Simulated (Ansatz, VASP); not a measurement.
# Rh in VASP and in Ansatz

Contents of INCAR:

```
PREC     = Accurate       # precision mode
ENCUT    = 600            # plane-wave cutoff, eV
EDIFF    = 1E-6           # SCF threshold, eV
ISMEAR   = -1             # smearing method
SIGMA    = 0.1            # smearing width, eV
LREAL    = False          # projectors in reciprocal space
LASPH    = True           # aspherical terms in the spheres
NELM     = 80             # most SCF steps
ALGO     = Normal         # electronic algorithm
ISIF     = 3              # what is computed and relaxed
LWAVE    = False          # write WAVECAR
LCHARG   = False          # write CHGCAR
GGA      = PS             # functional
IBRION   = 2              # ionic algorithm
NSW      = 80             # ionic steps
EDIFFG   = -0.01          # ionic threshold
```

File KPOINTS:

```
regular mesh
0
Gamma
  6 6 6
```

The input POSCAR:

```
Rh
1.0
    4.7916057449      0.0000000000      0.0000000000
    0.0000000000      4.7916057449      0.0000000000
    0.0000000000      0.0000000000      4.7916057449
Rh
8
Direct
    0.0000000000      0.0000000000      0.0000000000
    0.5000000000      0.5000000000      0.5000000000
    0.2500000000      0.0000000000      0.5000000000
    0.7500000000      0.0000000000      0.5000000000
    0.5000000000      0.2500000000      0.0000000000
    0.5000000000      0.7500000000      0.0000000000
    0.0000000000      0.5000000000      0.2500000000
    0.0000000000      0.5000000000      0.7500000000
```

Input for Ansatz:

```yaml
crystal:
  lattice:
    - [4.7916057449, 0.0, 0.0]
    - [0.0, 4.7916057449, 0.0]
    - [0.0, 0.0, 4.7916057449]
  atoms:
    - { symbol: Rh, position: [0.0, 0.0, 0.0] }
    - { symbol: Rh, position: [0.5, 0.5, 0.5] }
    - { symbol: Rh, position: [0.25, 0.0, 0.5] }
    - { symbol: Rh, position: [0.75, 0.0, 0.5] }
    - { symbol: Rh, position: [0.5, 0.25, 0.0] }
    - { symbol: Rh, position: [0.5, 0.75, 0.0] }
    - { symbol: Rh, position: [0.0, 0.5, 0.25] }
    - { symbol: Rh, position: [0.0, 0.5, 0.75] }
hamiltonian:
  xc: pbesol
  pseudopotentials:
    kind: paw
    azcp:
      Rh: "pseudopotentials/Rh.paw.azcp"
basis:
  ecutwfc: 420
  fft_grid_basis: typed
kpoints:
  mp_grid: { grid: [6, 6, 6], shift: [0, 0, 0] }
magnetization:
  spin_polarized: false
scf:
  occupations: { method: fermi_dirac, width: 0.1 }
relax:
  max_steps: 60
  f_tol: 0.01
  cell: {}
output:
  write_density: true
  write_potential: true
  elf: true
  volumetric_format: npy
```

Alike in both runs: task relaxation of cell and atoms; functional PBEsol; k mesh 6 × 6 × 6; occupations fermi-dirac, width 0.1 eV; no spin polarisation.

|  | VASP | Ansatz |
| --- | --- | --- |
| version | VASP 6.6.1 | Ansatz 0.2.0 |
| potentials or method | VASP PAW PBE potentials, release 64 (Rh_pv), cutoff 600 eV | plane waves (420 eV) with PAW, scalar-relativistic |
| valence electrons in the cell | 120 | 136 |

```tsv
	VASP	Ansatz	Ansatz less VASP
relaxed volume (Å³/atom)	13.99	14.00	+0.005
relaxed length of the cell vector where the two differ most in proportion (Å)	4.819	4.820	+0.0006
```

VASP's potentials were made for PBE, not for PBEsol, and Ansatz warns of the same on its side. VASP's potentials hold 120 valence electrons a cell and Ansatz's 136, so a difference there can come from the potentials and not from the codes.
